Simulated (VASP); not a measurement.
Set up this calculation in VASP 6.6.1, as the native input.

```yaml
Task: single point
Functional: PBE
Potentials_or_basis: VASP PAW PBE potentials, release 64 (Ta_pv, N)
Cutoff: 520 eV
k_mesh: 4 × 4 × 4
Occupations: gaussian, width 0.1 eV
Spin: no spin polarisation
Dipole_correction: no
Further_INCAR_settings: ALGO = Normal; EDIFF = 1e-06; NBANDS = 36
```

The structure of Ta2N lies in POSCAR:

```
Ta2N
1.0
    4.4688573168     -3.3451823719      0.0000000000
    4.4688573168      3.3451823719      0.0000000000
    0.0000000000      0.0000000000      3.3638116763
Ta N
4 2
Direct
    0.7153637975      0.2846362025      0.0000000000
    0.2846362025      0.7153637975      0.0000000000
    0.2306795967      0.2306795967      0.0000000000
    0.7693204033      0.7693204033      0.0000000000
    0.0000000000      0.0000000000      0.3040555946
    0.0000000000      0.0000000000      0.6959444054
```

These files were run (other wordings do the same):

INCAR

```
SYSTEM = Ta2N
  PREC = Accurate
  ENCUT = 520
  EDIFF = 1E-6
  ISMEAR = 0
  SIGMA = 0.1
  LREAL = .False.
  LASPH = .True.
  NELM = 80
  ALGO = Normal
  ISIF = 2
  LWAVE = .False.
  LCHARG = .False.
  GGA = PE
  NBANDS = 36
```

KPOINTS

```
regular mesh
0
Gamma
  4 4 4
  0 0 0
```

Potentials or basis: VASP PAW PBE potentials, release 64 (Ta_pv, N).

The run is started by

```bash
$ cat potpaw_PBE.64/Ta_pv/POTCAR potpaw_PBE.64/N/POTCAR > POTCAR
$ mpirun -np 1 vasp_std > vasp.out
```

It gave:

```json
{"Pressure": "0.2 GPa", "Largest force": "0.057 eV/Å", "Band gap on the k mesh": "zero (band 27 reaches 5.76 eV, above the bottom of band 28 at 4.38 eV)"}
```

Caveat: the k points lie up to 0.47 Å⁻¹ apart; spin-orbit coupling is left out, which moves the levels of the heavy elements.

Run time: 66 s on 1 thread of Intel(R) Xeon(R) Platinum 8124M CPU @ 3.00GHz (Skylake/Cascade Lake), with other jobs on the host, peak memory 0.24 GiB.
